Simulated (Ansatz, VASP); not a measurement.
**Two plane-wave programs on CaSe**

```
CELL_PARAMETERS angstrom
0.00000 2.97869 2.97869
2.97869 0.00000 2.97869
2.97869 2.97869 0.00000
ATOMIC_POSITIONS crystal
Ca 0.50000 0.50000 0.50000
Se 0.00000 0.00000 0.00000
```

Alike in both runs: functional PBE; k mesh 8 × 8 × 8; occupations gaussian, width 0.02 eV; no spin polarisation.

Ansatz relaxed the structure, and its values are those at the end. VASP's run is a single point on that final structure, the one shown.

```csv
,VASP,Ansatz
version,VASP 6.6.1,Ansatz 0.2.0
potentials or method,"VASP PAW PBE potentials, release 64 (Ca_sv, Se), cutoff 520 eV","scalar-relativistic, plane waves, PAW"
valence electrons in the cell,16,26
```

|  | VASP | Ansatz | Ansatz less VASP |
| --- | --- | --- | --- |
| gap on the k mesh at the Fermi level (eV) | 2.07 | 2.08 | +0.009 |
| least direct gap on the mesh (eV) | 2.99 | 2.99 | +0.008 |
| pressure (GPa) | 0.2 | 0.0 | -0.16 |

VASP's potentials hold 16 valence electrons a cell and Ansatz's 26, so a difference there can come from the potentials and not from the codes.
